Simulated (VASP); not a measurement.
A run of VASP 6.6.1:

The input INCAR:

```
PREC     = Accurate       # precision mode
ENCUT    = 520            # plane-wave cutoff, eV
EDIFF    = 1E-7           # SCF threshold, eV
ISMEAR   = 0              # smearing method
SIGMA    = 0.15           # smearing width, eV
LREAL    = F              # projectors in reciprocal space
LASPH    = T              # aspherical terms in the spheres
NELM     = 80             # most SCF steps
ALGO     = Normal         # electronic algorithm
ISIF     = 2              # what is computed and relaxed
LWAVE    = F              # write WAVECAR
LCHARG   = F              # write CHGCAR
GGA      = CA             # functional
NBANDS   = 13             # bands
```

KPOINTS

```
regular mesh
0
Gamma
  14 14 14
```

File POSCAR:

```
Se
1.0
    0.0000000000      3.3954490566      2.6484502642
    3.3954490566      0.0000000000      2.6484502642
    3.3954490566      3.3954490566      0.0000000000
Se
2
Direct
    0.5000000000      0.5000000000      0.5000000000
    0.7500000000      0.7500000000      0.7500000000
```

Potentials or basis: VASP PAW LDA potentials, release 64 (Se).

Run with:

```bash
$ cat potpaw_LDA.64/Se/POTCAR > POTCAR
$ mpirun -np 1 vasp_std > vasp.out
```

Hardware: 1 thread of AMD EPYC 7R43 64-Core Processor (Zen 3), on a shared host.

Estimate the wall time of this run.

It took 3.6 min on 1 thread of AMD EPYC 7R43 64-Core Processor (Zen 3), on a shared host, peak memory 0.24 GiB. Counts: scf iterations 10, k points 244.
